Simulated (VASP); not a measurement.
Runs of VASP 6.6.1 on K3C. The structure is that of space group P6/mmm (No. 191), or close to it. The cells are those of the table. 

| task | spin | cell | k mesh | cutoff (eV) | gap on the mesh (eV) | pressure (GPa) |
| --- | --- | --- | --- | --- | --- | --- |
| relaxation of cell and atoms | off | relaxed from a = 5.491, b = 5.491, c = 4.178 Å, angles 90.0, 90.0, 120.0°, 4 atoms | 6 × 6 × 4 | 600 | none | -0.1 |
| single point | off | a = 7.030, b = 7.030, c = 4.837 Å, angles 90.0, 90.0, 120.0°, 4 atoms | 6 × 6 × 4 | 520 | none | 0.1 |
| single point | off | a = 5.491, b = 5.491, c = 4.178 Å, angles 90.0, 90.0, 120.0°, 4 atoms | 6 × 6 × 4 | 520 | none | 7.9 |
| single point | collinear, ferromagnetic start | a = 7.030, b = 7.030, c = 4.837 Å, angles 90.0, 90.0, 120.0°, 4 atoms | 3 × 3 × 4 | 520 | none | (a) |

Alike in all rows: level PBE; potentials or basis VASP PAW PBE potentials, release 64 (K_sv, C); smearing gaussian 0.1 eV.

Q: Estimate the missing entries.

A: (a) 1.8.

Caveats: some runs use coarse meshes.

A gap of «none» marks levels without a gap at the run's occupations.
